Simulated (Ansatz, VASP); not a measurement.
# Two plane-wave programs on PtSe2

```
CELL_PARAMETERS angstrom
3.77275 0.00000 0.00000
-1.88638 3.26730 0.00000
0.00000 0.00000 4.82127
ATOMIC_POSITIONS crystal
Pt 0.00000 0.00000 0.00000
Se 0.33333 0.66667 0.26568
Se 0.66667 0.33333 0.73432
```

Alike in both runs: functional PBE; dispersion D4; k mesh 10 × 10 × 7; no spin polarisation.

Ansatz relaxed the structure, and its values are those at the end. VASP's run is a single point on that final structure, the one shown.

|  | VASP | Ansatz |
| --- | --- | --- |
| version | VASP 6.6.1 | Ansatz 0.2.0 |
| potentials or method | VASP PAW PBE potentials, release 64 (Pt, Se) | plane waves, PAW |
| plane-wave cutoff (eV) | 520 | 420 |
| occupations | fermi-dirac, width 0.1 eV | fermi-dirac |
| valence electrons in the cell | 22 | 50 |

```csv
,VASP,Ansatz,Ansatz less VASP
pressure (GPa),0.0,0.0,+0.03
rms of the force components (eV/Å),0.004,0.000,-0.0032
```

VASP's potentials hold 22 valence electrons a cell and Ansatz's 50, so a difference there can come from the potentials and not from the codes.

Spin-orbit coupling is off throughout.
